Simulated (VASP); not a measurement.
Write the native input for VASP 6.6.1 that does the following.

```
Task                    : single point
Functional              : PBE
Potentials or basis     : VASP PAW PBE potentials, release 64 (As, K_sv)
Cutoff                  : 520 eV
k mesh                  : 6 × 6 × 3
Occupations             : gaussian, width 0.0388 eV
Spin                    : no spin polarisation
Dipole correction       : no
k mesh for the DOS      : 9 × 9 × 5
Occupations for the DOS : tetrahedron
Further INCAR settings  : ALGO = Normal; EDIFF = 1e-06
```

The system is KAs2.

```xyz
6
Lattice="4.2431 0.0000 0.0000 0.0000 4.2431 0.0000 0.0000 0.0000 8.6904" Properties=species:S:1:pos:R:3 pbc="T T T"
As    0.0000    2.1215    2.8678
As    2.1215    0.0000    5.8226
As    0.0000    0.0000    0.0000
As    2.1215    2.1215    0.0000
K     0.0000    2.1215    6.3874
K     2.1215    0.0000    2.3030
```

The input as run:

POSCAR

```
KAs2
1.0
    4.2430710000      0.0000000000      0.0000000000
    0.0000000000      4.2430710000      0.0000000000
    0.0000000000      0.0000000000      8.6903830000
As K
4 2
Direct
    0.0000000000      0.5000000000      0.3300000000
    0.5000000000      0.0000000000      0.6700000000
    0.0000000000      0.0000000000      0.0000000000
    0.5000000000      0.5000000000      0.0000000000
    0.0000000000      0.5000000000      0.7350000000
    0.5000000000      0.0000000000      0.2650000000
```

INCAR.step1

```
SYSTEM = KAs2
  PREC = Accurate
  ENCUT = 520
  EDIFF = 1E-6
  ISMEAR = 0
  SIGMA = 0.0388
  LREAL = .False.
  LASPH = .True.
  NELM = 80
  ALGO = Normal
  ISIF = 2
  LWAVE = .False.
  LCHARG = .True.
  GGA = PE
  NBANDS = 28
```

KPOINTS.step1

```
regular mesh
0
Gamma
  6 6 3
  0 0 0
```

INCAR.step2

```
SYSTEM = KAs2
  PREC = Accurate
  ENCUT = 520
  EDIFF = 1E-6
  ISMEAR = -5
  SIGMA = 0.0388
  LREAL = .False.
  LASPH = .True.
  NELM = 80
  ALGO = Normal
  ISIF = 2
  LWAVE = .False.
  LCHARG = .False.
  GGA = PE
  LORBIT = 10
  NEDOS = 1001
  ICHARG = 11
```

KPOINTS.step2

```
regular mesh
0
Gamma
  9 9 5
  0 0 0
```

Potentials or basis: VASP PAW PBE potentials, release 64 (As, K_sv).

Launch:

```console
$ cat potpaw_PBE.64/As/POTCAR potpaw_PBE.64/K_sv/POTCAR > POTCAR
$ cp INCAR.step1 INCAR
$ cp KPOINTS.step1 KPOINTS
$ mpirun -np 1 vasp_std > vasp.out
$ cp INCAR.step2 INCAR
$ cp KPOINTS.step2 KPOINTS
$ mpirun -np 1 vasp_std > vasp.out
```

Results of the run:

```
Valence electrons inside the program's atomic spheres : As 2.60; K 7.66
```

Run time: 120 s on 1 thread of Intel(R) Xeon(R) Platinum 8488C (Sapphire Rapids), with other jobs on the host, peak memory 0.32 GiB.
